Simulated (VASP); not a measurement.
Here is a VASP 6.6.1 calculation.

INCAR

```
  PREC = Accurate
  ENCUT = 520
  EDIFF = 1E-6
  ISMEAR = 0
  SIGMA = 0.02
  LREAL = F
  LASPH = T
  NELM = 80
  ALGO = Normal
  ISIF = 2
  LWAVE = F
  LCHARG = F
  GGA = PS
  IBRION = 2
  NSW = 60
  EDIFFG = -0.002
```

The input KPOINTS:

```
regular mesh
0
Gamma
  9 9 6
```

POSCAR

```
C
1.0
    2.4995962376      0.0000000000      0.0000000000
   -1.2497981188      2.1647138410      0.0000000000
    0.0000000000      0.0000000000      4.1189829197
C
4
Direct
    0.3333333333      0.6666666667      0.0000901342
    0.6666666667      0.3333333333      0.5000901342
    0.3333333333      0.6666666667      0.3739098658
    0.6666666667      0.3333333333      0.8739098658
```

Potentials or basis: VASP PAW PBE potentials, release 64 (C).

The run is started by

```console
$ cat potpaw_PBE.64/C/POTCAR > POTCAR
$ mpirun -np 1 vasp_std > vasp.out
```

Question: What does it give for the band gap on the k mesh?

Answer: 3.03 eV, indirect (least direct gap 4.81 eV).

Question: What does it give for the energy gained by relaxing?

Answer: 0.1 meV/atom.

Stress tensor (GPa, compression positive):
```
 0.92  0.00  0.00
 0.00  0.92  0.00
 0.00  0.00 15.03
```

Caveat: the cell differs from its parent crystal (strained cell); the PAW data sets were made with another functional, which shifts forces and pressure a little. A k mesh can miss the band edges.
